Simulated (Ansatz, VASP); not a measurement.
# One calculation of Ru, two programs

```
Ru
1.0
     2.72089    0.00000    0.00000
    -1.36045    2.35636    0.00000
     0.00000    0.00000    4.29461
Ru
2
Direct
  0.33333 0.66667 0.25000
  0.66667 0.33333 0.75000
```

Alike in both runs: functional PBE; k mesh 17 × 17 × 10; occupations fermi-dirac, width 0.05 eV; no spin polarisation.

Ansatz relaxed the structure, and its values are those at the end. VASP's run is a single point on that final structure, the one shown.

|  | VASP | Ansatz |
| --- | --- | --- |
| version | VASP 6.6.1 | Ansatz 0.2.0 |
| potentials or method | VASP PAW PBE potentials, release 64 (Ru_pv), cutoff 500 eV | all-electron LAPW, scalar-relativistic |

```tsv
	VASP	Ansatz	Ansatz less VASP
pressure (GPa)	0.0	0.0	+0.01
```

Ansatz ran all-electron here, and VASP with PAW potentials.
